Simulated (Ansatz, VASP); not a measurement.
**BN: VASP beside Ansatz**

```
B N
1.0
     2.56306    0.00000    0.00000
     0.00000    3.62471    0.00000
     0.00000    0.00000   12.82200
B N
4 4
Direct
  0.00000 0.83353 0.36838
  0.50000 0.37648 0.44191
  0.00000 0.87647 0.55810
  0.50000 0.33353 0.63162
  0.50000 0.65003 0.35096
  0.00000 0.13998 0.44591
  0.50000 0.63997 0.55409
  0.00000 0.15002 0.64904
```

Alike in both runs: task single point; functional PBE; k mesh 12 × 8 × 1; occupations fermi-dirac, width 0.02 eV; no spin polarisation.

|  | VASP | Ansatz |
| --- | --- | --- |
| version | VASP 6.6.1 | Ansatz 0.2.0 |
| potentials or method | VASP PAW PBE potentials, release 64 (B, N), cutoff 520 eV | all-electron LAPW, scalar-relativistic |

|  | VASP | Ansatz | Ansatz less VASP |
| --- | --- | --- | --- |
| gap on the k mesh at the Fermi level (eV) | 2.60 | 2.60 | +0.003 |
| rms of the force components (eV/Å) | 0.011 | 0.003 | -0.0079 |

Ansatz ran all-electron here, and VASP with PAW potentials. Ansatz's warnings: vacuum density over bound.
